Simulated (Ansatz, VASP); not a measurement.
**Ru: VASP beside Ansatz**

```xyz
1
Lattice="2.5242 0.0000 0.0000 0.0000 2.5242 0.0000 0.0000 0.0000 2.5242" Properties=species:S:1:pos:R:3 pbc="T T T"
Ru    0.0000    0.0000    0.0000
```

Alike in both runs: task single point; functional r2SCAN; k mesh 14 × 14 × 14; occupations fermi-dirac, width 0.1 eV; no spin polarisation.

|  | VASP | Ansatz |
| --- | --- | --- |
| version | VASP 6.6.1 | Ansatz 0.2.0 |
| potentials or method | VASP PAW PBE potentials, release 64 (Ru_sv), cutoff 620 eV | plane waves (500 eV) with PAW, scalar-relativistic |
| valence electrons in the cell | 16 | 16 |

|  | VASP | Ansatz | Ansatz less VASP |
| --- | --- | --- | --- |
| pressure (GPa) | -8.2 | -8.3 | -0.10 |

VASP's potentials were made for PBE, not for r2SCAN.
